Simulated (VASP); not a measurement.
BaTe: single point with PBE

The system is BaTe.

```
Ba Te
1.0
     0.00000    3.63836    3.50334
     3.63836    0.00000    3.50334
     3.63836    3.63836    0.00000
Ba Te
1 1
Direct
  0.00000 0.00000 0.00000
  0.50000 0.50000 0.50000
```

This cell differs from its parent crystal: epitaxial xy strain +3.0%.

| Item | Value |
| --- | --- |
| Program | VASP 6.6.1 |
| Task | single point |
| Functional | PBE |
| Potentials or basis | VASP PAW PBE potentials, release 64 (Ba_sv, Te) |
| Cutoff | 520 eV |
| k mesh | 4 × 4 × 4 |
| Occupations | gaussian, width 0.01 eV |
| Spin | no spin polarisation |

The pressure is -0.9 GPa and the band gap on the k mesh is 1.62 eV (least direct gap 2.00 eV).

Stress tensor (GPa, compression positive):
```
-1.54  0.00  0.00
 0.00 -1.54  0.00
 0.00  0.00  0.37
```

Levels at points of the mesh, in eV from the valence-band top:
```tsv
k point	band 5	band 6	band 7	band 8	band 9	band 10	band 11	band 12
(0.00, 0.00, 0.00)	-9.43	-0.07	-0.07	0.00	2.52	2.83	2.83	3.05
(0.50, 0.00, 0.00)	-8.88	-2.09	-1.05	-1.03	4.02	4.50	4.63	4.70
(0.50, 0.50, 0.00)	-9.24	-1.06	-0.48	-0.48	1.62	4.25	4.29	5.26
(0.50, 0.00, 0.50)	-9.25	-1.19	-0.42	-0.38	1.62	4.08	4.41	5.17
```

Run time: 29 s on 1 thread of Intel Xeon 8259CL, with other jobs on the host, peak memory 0.24 GiB.

Caveat: the cell differs from its parent crystal (epitaxial xy strain +3.0%); spin-orbit coupling is left out, which moves the levels of the heavy elements. A k mesh can miss the band edges.
